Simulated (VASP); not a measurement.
Write the native input for VASP 6.6.1 that does the following.

| Property | Result |
| --- | --- |
| Task | relaxation of cell and atoms |
| Functional | PBE |
| Potentials or basis | VASP PAW PBE potentials, release 64 (Hf_pv) |
| Cutoff | 600 eV |
| k mesh | 16 × 16 × 10 |
| Occupations | gaussian, width 0.1 eV |
| Spin | no spin polarisation |
| Target pressure | 50 GPa |
| Dipole correction | no |
| Further INCAR settings | ALGO = Normal; EDIFF = 1e-06; IBRION = 2; EDIFFG = -0.002; NSW = 80; ISIF = 3 |

The structure of Hf lies in POSCAR:

```
Hf
1.0
    2.9596143080      0.0000000000      0.0000000000
   -1.4798071540      2.5631011761      0.0000000000
    0.0000000000      0.0000000000      4.7464381747
Hf
2
Direct
    0.3333333333      0.6666666667      0.2500000000
    0.6666666667      0.3333333333      0.7500000000
```

One way to write it, as run:

INCAR

```
PREC = Accurate
ENCUT = 600
EDIFF = 1E-6
ISMEAR = 0
SIGMA = 0.1
LREAL = False
LASPH = True
NELM = 60
ALGO = Normal
ISIF = 3
LWAVE = False
LCHARG = False
GGA = PE
IBRION = 2
NSW = 80
EDIFFG = -0.002
PSTRESS = 500.0
```

KPOINTS

```
regular mesh
0
Gamma
  16 16 10
```

Potentials or basis: VASP PAW PBE potentials, release 64 (Hf_pv).

Run with:

```console
$ cat potpaw_PBE.64/Hf_pv/POTCAR > POTCAR
$ mpirun -np 1 vasp_std > vasp.out
```

It gave:

The relaxed volume is 16.85 Å³/atom. The relaxed cell is a = 2.889 Å, b = 2.889 Å, c = 4.662 Å, α = 90.00°, β = 90.00°, γ = 120.00°, the space group after relaxing (to 0.1 Å) is P6_3/mmc (No. 194) and the energy change on relaxing (the run minimises the enthalpy) is +303.0 meV/atom. The ionic steps are 9. The pressure after relaxing is 50.0 GPa and the band gap on the k mesh is zero (bands 10 and 11 overlap by 1.74 eV).

Caveat: the cell is relaxed towards a set pressure, so the run minimises the enthalpy, not the energy; spin-orbit coupling is left out, which moves the levels of the heavy elements.

Wall time 3.4 min on 1 thread of Intel(R) Xeon(R) Platinum 8559C (Emerald Rapids) (shared host), peak memory 0.24 GiB.
